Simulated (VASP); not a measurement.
A run of VASP 6.6.1:

Contents of POSCAR:

```
LiB2C2
1.0
    2.6874936000      0.0000000000      0.0000000000
   -1.3437468000      2.3274405000      0.0000000000
    0.0000000000      0.0000000000      7.2625752474
Li B C
1 2 2
Direct
    0.0000000000      0.0000000000      0.5000000000
    0.3333333333      0.6666666667      0.7498100000
    0.6666666667      0.3333333333      0.2501900000
    0.3333333333      0.6666666667      0.2582200000
    0.6666666667      0.3333333333      0.7417800000
```

Contents of INCAR.step1:

```
SYSTEM = LiB2C2
  PREC = Accurate
  ENCUT = 520
  ISMEAR = 1
  SIGMA = 0.02
  LREAL = .False.
  LASPH = .True.
  NELM = 60
  NBANDS = 16
  GGA = PE
  ALGO = Normal
  EDIFF = 1E-4
  LWAVE = .True.
  LCHARG = .False.
```

Contents of INCAR.step2:

```
SYSTEM = LiB2C2
  PREC = Accurate
  ENCUT = 520
  EDIFF = 1E-6
  ISMEAR = 1
  SIGMA = 0.02
  LREAL = .False.
  LASPH = .True.
  NELM = 60
  ALGO = Normal
  ISIF = 2
  LWAVE = .False.
  LCHARG = .True.
  METAGGA = R2SCAN
  LMIXTAU = .True.
  LELF = .True.
  LVHAR = .True.
  NBANDS = 16
  ISTART = 1
```

The input KPOINTS:

```
regular mesh
0
Gamma
  15 15 5
  0 0 0
```

Potentials or basis: VASP PAW PBE potentials, release 64 (Li_sv, B, C).

Command:

```console
$ cat potpaw_PBE.64/Li_sv/POTCAR potpaw_PBE.64/B/POTCAR potpaw_PBE.64/C/POTCAR > POTCAR
$ cp INCAR.step1 INCAR
$ mpirun -np 1 vasp_std > vasp.out
$ cp INCAR.step2 INCAR
$ mpirun -np 1 vasp_std > vasp.out
```

Hardware: 1 thread of Oxide Virtual Turin-like Processor (shared host).

**Question.** Estimate the wall time of this run.

**Answer.** It took 8.4 min on 1 thread of Oxide Virtual Turin-like Processor, with other jobs on the host, peak memory 0.18 GiB. Counts: k points 119.
